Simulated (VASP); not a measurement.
Sr, 1 atom in the cell. The structure is cubic, space group Fm-3m (No. 225). Conventional cell: a = 6.161 Å, b = 6.161 Å, c = 6.161 Å, α = 90.00°, β = 90.00°, γ = 90.00°. Within 5.7 Å of Sr (site symmetry m-3m) lie 12 Sr at 4.36 Å. 

| Property | Result |
| --- | --- |
| Program | VASP 6.6.1 |
| Task | single point |
| Functional | PBE |
| Potentials or basis | VASP PAW PBE potentials, release 64 (Sr_sv) |
| Cutoff | 500 eV |
| k mesh | 9 × 9 × 9 |
| Occupations | fermi-dirac, width 0.1 eV |
| Spin | no spin polarisation |
| Dipole correction | no |
| Further INCAR settings | ALGO = Normal; EDIFF = 1e-06; NBANDS = 11 |

Potentials or basis: VASP PAW PBE potentials, release 64 (Sr_sv).

The run is started by

```bash
$ cat potpaw_PBE.64/Sr_sv/POTCAR > POTCAR
$ mpirun -np 1 vasp_std > vasp.out
```

Hardware: 1 thread of Intel Xeon 8259CL (shared host).

Estimate the wall time of this run.

Wall time 21 s on 1 thread of Intel Xeon 8259CL, on a shared host, peak memory 0.18 GiB. Counts: scf iterations 11, k points 35.
